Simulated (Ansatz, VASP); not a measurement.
BN: VASP beside Ansatz

Contents of INCAR:

```
SYSTEM = BN
PREC     = Accurate       ! precision mode
ENCUT    = 600            ! plane-wave cutoff, eV
EDIFF    = 1E-7           ! SCF threshold, eV
ISMEAR   = 0              ! smearing method
SIGMA    = 0.01           ! smearing width, eV
LREAL    = .False.        ! projectors in reciprocal space
LASPH    = .True.         ! aspherical terms in the spheres
NELM     = 60             ! most SCF steps
ALGO     = Normal         ! electronic algorithm
ISIF     = 3              ! what is computed and relaxed
LWAVE    = .False.        ! write WAVECAR
LCHARG   = .False.        ! write CHGCAR
GGA      = PE             ! functional
IVDW     = 12             ! dispersion correction
IBRION   = 2              ! ionic algorithm
NSW      = 80             ! ionic steps
EDIFFG   = -0.001         ! ionic threshold
```

KPOINTS

```
Automatic mesh
0
Gamma
  12 12 12
  0 0 0
```

The input POSCAR:

```
BN
1.0
    1.2530569069      0.7234527425      3.2948837565
   -1.2530569069      0.7234527425      3.2948837565
    0.0000000000     -1.4469054851      3.2948837565
B N
1 1
Direct
    0.9996975442      0.9996975442      0.9996975442
    0.3327354558      0.3327354558      0.3327354558
```

Input for Ansatz:

```yaml
crystal:
  lattice:
    - [1.2530569069, 0.7234527425, 3.2948837603]
    - [-1.2530569069, 0.7234527425, 3.2948837603]
    - [0.0, -1.446905485, 3.2948837603]
  atoms:
    - { symbol: B, position: [0.9996975441, 0.9996975441, 0.9996975441] }
    - { symbol: "N", position: [0.3327354559, 0.3327354559, 0.3327354559] }
basis:
  ecutwfc: 420
kpoints:
  mp_grid: { grid: [12, 12, 12] }
hamiltonian:
  xc: pbe
  dispersion: d3bj
scf:
  occupations: { method: fixed }
output:
  forces: true
  stress: true
  eigenvalues: true
relax:
  adjacent_minimum: "off"
  f_tol: 0.001
  max_steps: 60
  cell: { stress_tol: 0.01 }
```

Alike in both runs: task relaxation of cell and atoms; functional PBE; dispersion D3(BJ); k mesh 12 × 12 × 12; no spin polarisation.

|  | VASP | Ansatz |
| --- | --- | --- |
| version | VASP 6.6.1 | Ansatz 0.2.0 |
| potentials or method | VASP PAW PBE potentials, release 64 (B, N), cutoff 600 eV | scalar-relativistic, plane waves, PAW |
| occupations | gaussian, width 0.01 eV | fixed |
| valence electrons in the cell | 8 | 8 |

VASP gave:

- gap on the k mesh at the Fermi level, each at its own relaxed structure (eV): 4.22
- relaxed volume (Å³/atom): 8.88
- relaxed length of the cell vector where the two differ most in proportion (Å): 3.572

Task: What did Ansatz give for the same quantities?

Result: gap on the k mesh at the Fermi level, each at its own relaxed structure (eV): 4.24; relaxed volume (Å³/atom): 8.96; relaxed length of the cell vector where the two differ most in proportion (Å): 3.598.
